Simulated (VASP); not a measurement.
# Pt8CO in VASP: further runs

Runs on Pt8CO. Level: PBE+D3(BJ). Tasks: single point.

Program: VASP 6.6.1. These are calculated values, not measurements. Logs are shortened: lines on timing, memory, paths and dates and some standing lists are left out, and cuts for length are marked.

### Step 1. The cell of the first run

The cell holds a slab with vacuum, 10 atoms: a = 5.556 Å, b = 2.778 Å, c = 26.955 Å, α = 90.00°, β = 90.00°, γ = 120.00°.

### Step 2. Single point, PBE+D3(BJ)

INCAR

```
PREC = Accurate ; ENCUT = 520
EDIFF = 1E-7 ; ISMEAR = 0
SIGMA = 0.1 ; LREAL = F
LASPH = T ; NELM = 100
ALGO = Normal ; ISIF = 2
LWAVE = F ; LCHARG = F
LDIPOL = T ; IDIPOL = 3
DIPOL = 0.5 0.5 0.485 ; GGA = PE
IVDW = 12 ; NBANDS = 56
```

KPOINTS

```
regular mesh
0
Gamma
  6 12 1
```

POSCAR

```
Pt8CO
1.0
    5.5558884593      0.0000000000      0.0000000000
   -1.3889721148      2.4057702732      0.0000000000
    0.0000000000      0.0000000000     26.9545458966
Pt C O
8 1 1
Direct
    0.3333333333      0.3333333333      0.3153456946
    0.8333333333      0.3333333333      0.3153456946
    0.6666666667      0.6666666667      0.3994940967
    0.1666666667      0.6666666667      0.3994940967
    0.0015667464      0.0015667464      0.4824860013
    0.4913657945     -0.0086342055      0.4854006913
    0.3440268071      0.3440268071      0.5777980532
    0.8401478599      0.3401478599      0.5644192345
    0.3026652280      0.8026652280      0.6316187855
    0.2781910926      0.7781910926      0.6747457471
```

Potentials or basis: VASP PAW PBE potentials, release 64 (Pt, C, O).

The run is started by

```bash
cat potpaw_PBE.64/Pt/POTCAR potpaw_PBE.64/C/POTCAR potpaw_PBE.64/O/POTCAR > POTCAR
mpirun -np 1 vasp_std > vasp.out
```

OUTCAR:

```text
PREC = Accurate
   ENCUT = 520
   EDIFF = 1E-7
   ISMEAR = 0
   LREAL = F
   LASPH = T
   NELM = 100
   ISIF = 2
   GGA = PE
   IVDW = 12
 IVDW          = 12

 ion  position               nearest neighbor table
   1  0.333  0.333  0.315-   2 2.78   2 2.78   2 2.78   2 2.78   4 2.78   4 2.78   3 2.78
   2  0.833  0.333  0.315-   1 2.78   1 2.78   1 2.78   1 2.78   3 2.78   3 2.78   4 2.78
   3  0.667  0.667  0.399-   5 2.76   4 2.78   4 2.78   4 2.78   4 2.78   2 2.78   2 2.78   1 2.78
                             6 2.83   6 2.83
   4  0.167  0.667  0.399-   5 2.75   5 2.75   3 2.78   3 2.78   3 2.78   3 2.78   1 2.78   1 2.78
                             2 2.78   6 2.79
   5  0.002  0.002  0.482-   8 2.72   8 2.72   6 2.74   6 2.74   4 2.75   4 2.75   3 2.76   6 2.82
                             6 2.82   7 3.05
   6  0.491  0.991  0.485-   8 2.71   5 2.74   5 2.74   4 2.79   5 2.82   5 2.82   3 2.83   3 2.83
                             7 2.94   7 2.94
   7  0.344  0.344  0.578-   9 2.02   9 2.02   8 2.79   8 2.79   8 2.82   8 2.82   6 2.94   6 2.94
                             5 3.05
   8  0.840  0.340  0.564-   6 2.71   5 2.72   5 2.72   7 2.79   7 2.79   7 2.82   7 2.82
   9  0.303  0.803  0.632-  10 1.17   7 2.02   7 2.02
  10  0.278  0.778  0.675-   9 1.17

  Warning from LATTYP: Monoclinic adjustment (A1->A3, A2->A1, A3->A2)!
  LATTYP: Found a simple orthorhombic cell.
 ALAT       =     2.7779442297
 B/A-ratio  =     1.7320508076
 C/A-ratio  =     9.7030550897

  Lattice vectors:

 A1 = (   1.3889721148,  -2.4057702732,   0.0000000000)
 A2 = (   4.1669163445,   2.4057702732,   0.0000000000)
 A3 = (   0.0000000000,   0.0000000000,  26.9545458966)

Analysis of symmetry for initial positions (statically):
=====================================================================
 Subroutine PRICEL returns:
 Original cell was already a primitive cell.

 Routine SETGRP: Setting up the symmetry group for a
 simple orthorhombic supercell.

 Subroutine GETGRP returns: Found  2 space group operations
 (whereof  2 operations were pure point group operations)
 out of a pool of  8 trial point group operations.

The static configuration has the point symmetry C_1h.

Analysis of symmetry for dynamics (positions and initial velocities):
=====================================================================
 Subroutine PRICEL returns:
 Original cell was already a primitive cell.

 Routine SETGRP: Setting up the symmetry group for a
 simple orthorhombic supercell.

 Subroutine GETGRP returns: Found  2 space group operations
 (whereof  2 operations were pure point group operations)
 out of a pool of  8 trial point group operations.

The dynamic configuration has the point symmetry C_1h.

 Subroutine INISYM returns: Found  2 space group operations
 (whereof  2 operations are pure point group operations),
 and found     1 'primitive' translations

----------------------------------------------------------------------------------------

                                     Primitive cell

  volume of cell :     360.2796

  direct lattice vectors                    reciprocal lattice vectors
     5.555888459  0.000000000  0.000000000     0.179989215  0.103916821  0.000000000
    -1.388972115  2.405770273  0.000000000     0.000000000  0.415667286  0.000000000
     0.000000000  0.000000000 26.954545897     0.000000000  0.000000000  0.037099493

  length of vectors
     5.555888459  2.777944230 26.954545897     0.207833643  0.415667286  0.037099493

  position of ions in fractional coordinates (direct lattice)
     0.333333333  0.333333333  0.315345695
     0.833333333  0.333333333  0.315345695
     0.666666667  0.666666667  0.399494097
     0.166666667  0.666666667  0.399494097
     0.001566746  0.001566746  0.482486001
     0.491365794  0.991365794  0.485400691
     0.344026807  0.344026807  0.577798053
     0.840147860  0.340147860  0.564419235
     0.302665228  0.802665228  0.631618786
     0.278191093  0.778191093  0.674745747

  ion indices of the primitive-cell ions
   primitive index   ion index
                 1           1
                 2           2
                 3           3
                 4           4
                 5           5
                 6           6
                 7           7
                 8           8
                 9           9
                10          10

----------------------------------------------------------------------------------------

 KPOINTS: regular mesh

Automatic generation of k-mesh.
 Grid dimensions read from file:
 generate k-points for:    6   12    1

 Generating k-lattice:

  Cartesian coordinates                     Fractional coordinates (reciprocal lattice)
     0.029998202  0.017319470  0.000000000     0.166666667  0.000000000  0.000000000
     0.000000000  0.034638940  0.000000000     0.000000000  0.083333333  0.000000000
     0.000000000  0.000000000  0.037099493     0.000000000  0.000000000  1.000000000

  Length of vectors
     0.034638940  0.034638940  0.037099493

  Shift w.r.t. Gamma in fractional coordinates (k-lattice)
     0.000000000  0.000000000  0.000000000

 Subroutine IBZKPT returns following result:
 ===========================================

 Found     25 irreducible k-points:

 Following reciprocal coordinates:
            Coordinates               Weight
  0.000000  0.000000  0.000000      1.000000
  0.166667  0.000000  0.000000      2.000000
  0.333333  0.000000  0.000000      2.000000
  0.500000 -0.000000  0.000000      1.000000
  0.000000  0.083333  0.000000      4.000000
  0.166667  0.083333  0.000000      4.000000
[... 16 lines left out ...]
  0.166667  0.500000  0.000000      2.000000
  0.333333  0.500000  0.000000      2.000000
   k-points           NKPTS =     25   k-points in BZ     NKDIM =     25   number of bands    NBANDS=     56
   number of dos      NEDOS =    301   number of ions     NIONS =     10
   total plane-waves  NPLWV = 201600
   dimension x,y,z NGX =    42 NGY =   24 NGZ =  200
   dimension x,y,z NGXF=    84 NGYF=   48 NGZF=  400
   ions per type =               8   1   1
   NGX,Y,Z   is equivalent  to a cutoff of  12.57, 14.36, 12.34 a.u.
   NGXF,Y,Z  is equivalent  to a cutoff of  25.13, 28.73, 24.67 a.u.
 SYSTEM =  unknown system
   PREC   = accura    normal or accurate (medium, high low for compatibility)
   ISTART =      0    job   : 0-new  1-cont  2-samecut
   ICHARG =      2    charge: 1-file 2-atom 10-const
   ISPIN  =      1    spin polarized calculation?
   LNONCOLLINEAR =      F non collinear calculations
   LSORBIT =      F    spin-orbit coupling
   LASPH  =      T    aspherical Exc in radial PAW
   ENCUT  =  520.0 eV  38.22 Ry    6.18 a.u.  10.33  5.17 50.12*2*pi/ulx,y,z
   NELM   =    100;   NELMIN=  2; NELMDL= -5     # of ELM steps
   EDIFF  = 0.1E-06   stopping-criterion for ELM
   LREAL  =      F    real-space projection
   EDIFFG = 0.1E-05   stopping-criterion for IOM
   NSW    =      0    number of steps for IOM
   IBRION =     -1    ionic relax: 0-MD 1-quasi-New 2-CG
   NFREE  =      0    steps in history (QN), initial steepest desc. (CG)
   ISIF   =      2    stress and relaxation
   ISYM   =      2    0-nonsym 1-usesym 2-fastsym
   POTIM  = 0.5000    time-step for ionic-motion
   TEBEG  =    0.0;   TEEND  =   0.0 temperature during run
   PSTRESS=    0.0 pullay stress
   NELECT =      90.0000    total number of electrons
   NUPDOWN=      -1.0000    fix difference up-down
   EMIN   =  10.00;   EMAX   =-10.00  energy-range for DOS
   EFERMI =   0.00;   METHOD = LEGACY
   ISMEAR =     0;   SIGMA  =   0.10  broadening in eV -4-tet -1-fermi 0-gaus
   EFERMI_NEDOS =   21; number of points for ismear=-14 and -15
   IALGO  =     38    algorithm
   IMIX   =      4    mixing-type and parameters
     AMIX     =   0.40;   BMIX     =  1.00
     AMIX_MAG =   1.60;   BMIX_MAG =  1.00
  volume/ion in A,a.u.               =      36.03       243.13
  Fermi-wavevector in a.u.,A,eV,Ry     =   1.031041  1.948384 14.463602  1.063045
  Thomas-Fermi vector in A             =   2.165169
   LORBIT       =      0    0 simple, 1 ext, 2 COOP (PROOUT), +10 PAW based schemes
   GGA     = PE    functional components
   LHFCALC =     F    Hartree Fock is set to
   AEXX    =    0.0000 exact exchange contribution
   IVDW    =    12    specifies the selected vdW correction
   LEPSILON=     F    determine dielectric tensor
   LRPA    =     F    only Hartree local field effects (RPA)
 non-spin polarized calculation
 Gauss-broadening in eV      SIGMA  =   0.10
  energy-cutoff  :      520.00
  volume of cell :      360.28
 maximum number of plane-waves:      9746
 NGX is ok and might be reduce to    42
   NGX = 21   NGY = 11   NGZ =101

 dipolmoment           0.000000      0.000000     -0.420253 electrons x Angstroem

 number of electron      89.9999993 magnetization

 dipolmoment           0.000000      0.000000      0.060678 electrons x Angstroem

 Free energy of the ion-electron system (eV)
  ---------------------------------------------------
  ext. energy  EPLUGINS =         0.00000000
  ---------------------------------------------------
  free energy    TOTEN  =       -62.55146597 eV

  energy without entropy =      -62.48722262  energy(sigma->0) =      -62.51934430

 E-fermi :   0.2243     XC(G=0):  -5.7261

 val. band max:        0.2222082955   @ k =   0.1667   0.3333   0.0000
 cond. band min:       0.2254871166   @ k =   0.0000   0.4167   0.0000
 fundamental gap:      0.0032788210
 Fermi energy:         0.2242723857

 k-point     1 :       0.0000    0.0000    0.0000
  band No.  band energies     occupation
      1     -22.9182      2.00000
      2     -11.1189      2.00000
      3      -9.2252      2.00000
      4      -7.8624      2.00000
      5      -7.2869      2.00000
      6      -6.8208      2.00000
[... 48 lines left out ...]
     55       5.1042      0.00000
     56       5.6482      0.00000

 k-point     2 :       0.1667    0.0000    0.0000
  band No.  band energies     occupation
      1     -22.9177      2.00000
      2     -11.0662      2.00000
      3      -8.9987      2.00000
      4      -7.6657      2.00000
      5      -7.2247      2.00000
      6      -6.6381      2.00000
[... 48 lines left out ...]
     55       5.5000      0.00000
     56       5.6006      0.00000

 k-point     3 :       0.3333    0.0000    0.0000
  band No.  band energies     occupation
      1     -22.9169      2.00000
      2     -10.9622      2.00000
      3      -8.3631      2.00000
      4      -7.2748      2.00000
      5      -7.0172      2.00000
      6      -6.7276      2.00000
[... 1172 lines left out ...]
 k-point    23 :       0.1667    0.5000    0.0000
  band No.  band energies     occupation
      1     -22.5821      2.00000
      2     -10.0368      2.00000
      3      -7.7510      2.00000
      4      -6.7433      2.00000
      5      -6.5178      2.00000
      6      -6.3745      2.00000
[... 48 lines left out ...]
     55       5.6632      0.00000
     56       6.2351      0.00000

 k-point    24 :       0.3333    0.5000    0.0000
  band No.  band energies     occupation
      1     -22.5825      2.00000
      2     -10.0244      2.00000
      3      -7.7443      2.00000
      4      -6.5337      2.00000
      5      -6.3711      2.00000
      6      -5.9856      2.00000
[... 48 lines left out ...]
     55       6.1514      0.00000
     56       6.4959      0.00000

 [... further k-points ...]

------------------------ aborting loop because EDIFF is reached ----------------------------------------

 vacuum level on the upper side and lower side of the slab       (xc-potential included)         0.289        -0.514

 Edisp (eV)   -4.95641

 E8    (eV) :    -2.3041

  FORCE on cell =-STRESS in cart. coord.  units (eV):
  Direction    XX          YY          ZZ          XY          YZ          ZX
  --------------------------------------------------------------------------------------
  -------------------------------------------------------------------------------------
  Total      -5.15265    -4.68399     1.69979    -0.40587    -0.07115    -0.12324
  in kB     -22.91403   -20.82988     7.55904    -1.80493    -0.31639    -0.54803
  external pressure =      -12.06 kB  Pullay stress =        0.00 kB

 VOLUME and BASIS-vectors are now :
 -----------------------------------------------------------------------------
  energy-cutoff  :      520.00
  volume of cell :      360.28
      direct lattice vectors                 reciprocal lattice vectors
     5.555888459  0.000000000  0.000000000     0.179989215  0.103916821  0.000000000
    -1.388972115  2.405770273  0.000000000     0.000000000  0.415667286  0.000000000
     0.000000000  0.000000000 26.954545897     0.000000000  0.000000000  0.037099493

 POSITION                                       TOTAL-FORCE (eV/Angst)
 -----------------------------------------------------------------------------------
      1.38897      0.80192      8.50000        -0.032488     -0.018757     -0.231250
      4.16692      0.80192      8.50000         0.043386      0.025049     -0.303231
      2.77794      1.60385     10.76818        -0.084126     -0.048570      0.234348
      0.00000      1.60385     10.76818         0.077231      0.044589      0.349198
      0.00653      0.00377     13.00519        -0.000135     -0.000078     -0.003795
      1.35299      2.38500     13.08376         0.000585      0.000338     -0.000686
      1.43353      0.82765     15.57428         0.001280      0.000739     -0.052800
      4.19531      0.81832     15.21366        -0.000763     -0.000440     -0.020325
      0.56669      1.93103     17.02500         0.056454      0.032594     -0.685067
      0.46471      1.87215     18.18747        -0.061424     -0.035463      0.713609
 -----------------------------------------------------------------------------------
    total drift:                                0.000060      0.000040     -0.000055

  FREE ENERGIE OF THE ION-ELECTRON SYSTEM (eV)
  ---------------------------------------------------
  free  energy   TOTEN  =       -67.5078723348 eV

  energy  without entropy=      -67.4436289894  energy(sigma->0) =      -67.47575066

 vacuum level on the upper side and lower side of the slab         6.604         5.787
```

It took 20 min on 1 thread of Intel Xeon 6975P-C (Granite Rapids), shared host; peak memory 0.73 GiB.

Results:

- Free energy: -67.5079 eV
- Largest force: 0.717 eV/Å
- Band gap on the k mesh: zero (bands 45 and 46 overlap by 1.27 eV)
- Dispersion energy per atom: -0.496 eV

Forces on the atoms (eV/Å):
```
Pt  -0.032 -0.019 -0.231
Pt   0.043  0.025 -0.303
Pt  -0.084 -0.049  0.234
Pt   0.077  0.045  0.349
Pt   0.000  0.000 -0.004
Pt   0.001  0.000 -0.001
Pt   0.001  0.001 -0.053
Pt  -0.001  0.000 -0.020
C    0.056  0.033 -0.685
O   -0.061 -0.035  0.714
```

Levels at points of the mesh, in eV from the Fermi level:
```
           k point  band 44  band 45  band 46  band 47  band 48  band 49
(0.00, 0.00, 0.00)    -0.11     0.05     0.12     0.14     0.31     0.44
(0.50, 0.00, 0.00)    -1.05    -0.86    -0.51    -0.47    -0.08     0.11
(0.00, 0.50, 0.00)     0.52     0.58     0.59     1.32     1.55     2.28
(0.50, 0.50, 0.00)     0.30     0.72     0.77     2.00     2.10     2.69
```

Caveat: spin-orbit coupling is left out, which moves the levels of the heavy elements.

### Step 3. Single point, PBE+D3(BJ)

INCAR

```
  ALGO = Normal
  DIPOL = 0.5 0.5 0.483
  EDIFF = 1E-7
  ENCUT = 520
  GGA = PE
  IDIPOL = 3
  ISIF = 2
  ISMEAR = 0
  IVDW = 12
  LASPH = T
  LCHARG = F
  LDIPOL = T
  LREAL = F
  LWAVE = F
  NBANDS = 56
  NELM = 60
  PREC = Accurate
  SIGMA = 0.1
```

KPOINTS

```
k-points
0
Gamma
  6 12 1
```

POSCAR

```
Pt8CO
1.0
    5.5558884593      0.0000000000      0.0000000000
   -1.3889721148      2.4057702732      0.0000000000
    0.0000000000      0.0000000000     26.9545458966
Pt C O
8 1 1
Direct
    0.3333333333      0.3333333333      0.3153456946
    0.8333333333      0.3333333333      0.3153456946
    0.6666666667      0.6666666667      0.3994940967
    0.1666666667      0.6666666667      0.3994940967
   -0.0073135313     -0.0073135313      0.4836493738
    0.4972321712     -0.0027678288      0.4847348501
    0.3171463487      0.3171463487      0.5698042245
    0.8125935128      0.3125935128      0.5745857185
    0.0096580520      0.0096580520      0.6236912310
    0.0202755901      0.0202755901      0.6673495719
```

Potentials or basis: VASP PAW PBE potentials, release 64 (Pt, C, O).

The run is started by

```bash
cat potpaw_PBE.64/Pt/POTCAR potpaw_PBE.64/C/POTCAR potpaw_PBE.64/O/POTCAR > POTCAR
mpirun -np 1 vasp_std > vasp.out
```

It took 16 min on 1 thread of Intel Xeon 6975P-C (Granite Rapids), shared host; peak memory 0.73 GiB.

The run converged. Its results:

- Free energy: -67.5093 eV
- Largest force: 0.685 eV/Å
- Band gap on the k mesh: zero (bands 45 and 46 overlap by 1.75 eV)
- Dispersion energy per atom: -0.493 eV

Forces in eV/Å, atoms in the order of the input:
```
Pt   0.046  0.026 -0.187
Pt  -0.022 -0.012 -0.297
Pt  -0.035 -0.020  0.339
Pt   0.010  0.006  0.181
Pt  -0.003 -0.002  0.000
Pt   0.001  0.001 -0.005
Pt   0.019  0.011 -0.039
Pt  -0.010 -0.006 -0.035
C   -0.034 -0.020 -0.642
O    0.027  0.016  0.684
```

Levels at points of the mesh, in eV from the Fermi level:
```
           k point  band 44  band 45  band 46  band 47  band 48  band 49
(0.00, 0.00, 0.00)    -0.07     0.03     0.15     0.17     0.35     0.59
(0.50, 0.00, 0.00)    -1.08    -0.82    -0.63    -0.35    -0.03    -0.01
(0.00, 0.50, 0.00)     0.58     0.59     0.74     1.44     1.55     2.50
(0.50, 0.50, 0.00)     0.33     1.12     1.34     2.03     2.15     2.70
```

Caveat: spin-orbit coupling is left out, which moves the levels of the heavy elements.
